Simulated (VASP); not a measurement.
Write the native input for VASP 6.6.1 that does the following.

| Item | Value |
| --- | --- |
| Task | single point |
| Functional | LDA |
| Potentials or basis | VASP PAW LDA potentials, release 64 (Ti_sv, O) |
| Cutoff | 520 eV |
| k mesh | 8 × 8 × 8 |
| Occupations | gaussian, width 0.01 eV |
| Spin | no spin polarisation |
| Dipole correction | no |
| Further INCAR settings | ALGO = Normal; EDIFF = 1e-06; NBANDS = 33 |

The structure of TiO2 (Anatase) lies in POSCAR:

```
TiO2
1.0
   -1.8402353181      1.8402353181      4.6268968230
    1.8402353181     -1.8402353181      4.6268968230
    1.8402353181      1.8402353181     -4.6268968230
Ti O
2 4
Direct
    0.0000000000      0.0000000000      0.0000000000
    0.7500000000      0.2500000000      0.5000000000
    0.2081000000      0.2081000000      0.0000000000
    0.9581000000      0.4581000000      0.5000000000
    0.5419000000      0.0419000000      0.5000000000
    0.7919000000      0.7919000000      0.0000000000
```

These files were run (other wordings do the same):

INCAR

```
SYSTEM = TiO2
PREC = Accurate
ENCUT = 520
EDIFF = 1E-6
ISMEAR = 0
SIGMA = 0.01
LREAL = .FALSE.
LASPH = .TRUE.
NELM = 100
ALGO = Normal
ISIF = 2
LWAVE = .FALSE.
LCHARG = .FALSE.
GGA = CA
NBANDS = 33
```

KPOINTS

```
Automatic mesh
0
G
  8 8 8
  0 0 0
```

Potentials or basis: VASP PAW LDA potentials, release 64 (Ti_sv, O).

The run is started by

```bash
$ cat potpaw_LDA.64/Ti_sv/POTCAR potpaw_LDA.64/O/POTCAR > POTCAR
$ mpirun -np 1 vasp_std > vasp.out
```

Results of the run:

```json
{"Pressure": "15.7 GPa", "Largest force": "0.463 eV/Å", "Band gap on the k mesh": "2.20 eV, indirect (least direct gap 2.50 eV)"}
```

Wall time 2.2 min on 1 thread of AMD EPYC 9R45 96-Core Processor (Zen 5), on a shared host, peak memory 0.22 GiB.
